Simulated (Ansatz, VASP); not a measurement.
**One calculation of Pd, two programs**

```
CELL_PARAMETERS angstrom
-1.56991 1.56991 1.56991
1.56991 -1.56991 1.56991
1.56991 1.56991 -1.56991
ATOMIC_POSITIONS crystal
Pd 0.00000 0.00000 0.00000
```

Alike in both runs: task relaxation of cell and atoms; functional PBE; k mesh 18 × 18 × 18; occupations gaussian, width 0.1 eV; no spin polarisation.

```csv
,VASP,Ansatz
version,VASP 6.6.1,Ansatz 0.2.0
potentials or method,"VASP PAW PBE potentials, release 64 (Pd), cutoff 500 eV","scalar-relativistic, plane waves, PAW"
valence electrons in the cell,10,18
```

VASP gave:

- gap on the k mesh at the Fermi level, each at its own relaxed structure (eV): none
- relaxed volume (Å³/atom): 15.41
- relaxed cell length with the largest relative difference (Å): 2.715

Problem. What did Ansatz give for the same quantities?

Solution. gap on the k mesh at the Fermi level, each at its own relaxed structure (eV): none; relaxed volume (Å³/atom): 15.44; relaxed cell length with the largest relative difference (Å): 2.717.

A gap of «none» marks a metal or a gap that the smearing closes. VASP's potentials hold 10 valence electrons a cell and Ansatz's 18, so a difference there can come from the potentials and not from the codes.
